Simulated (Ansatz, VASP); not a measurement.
## WSe2: VASP beside Ansatz

```xyz
3
Lattice="3.3179 0.0000 0.0000 -1.6590 2.8734 0.0000 0.0000 0.0000 16.6581" Properties=species:S:1:pos:R:3 pbc="T T T"
W     0.0000    0.0000    0.0000
Se    0.0000    1.9156    1.6623
Se    0.0000    1.9156   14.9959
```

Alike in both runs: task single point; functional PBE; k mesh 6 × 6 × 1; occupations gaussian, width 0.1 eV; collinear spin.

|  | VASP | Ansatz |
| --- | --- | --- |
| version | VASP 6.6.1 | Ansatz 0.2.0 |
| potentials or method | VASP PAW PBE potentials, release 64 (W_sv, Se), cutoff 500 eV | scalar-relativistic, plane waves, PAW |
| valence electrons in the cell | 26 | 46 |

```csv
,VASP,Ansatz,Ansatz less VASP
gap on the k mesh at the Fermi level (eV),1.52,1.52,+0.003
least direct gap on the mesh (eV),1.52,1.52,+0.003
rms of the force components (eV/Å),0.162,0.140,-0.0223
net moment per atom (μB),0.00,0.00,0.000
```

Atom by atom the forces differ by 0.022 eV/Å (rms over components). VASP's potentials hold 26 valence electrons a cell and Ansatz's 46, so a difference there can come from the potentials and not from the codes. Ansatz's warnings: seeded moment not kept.

Spin-orbit coupling is off throughout.
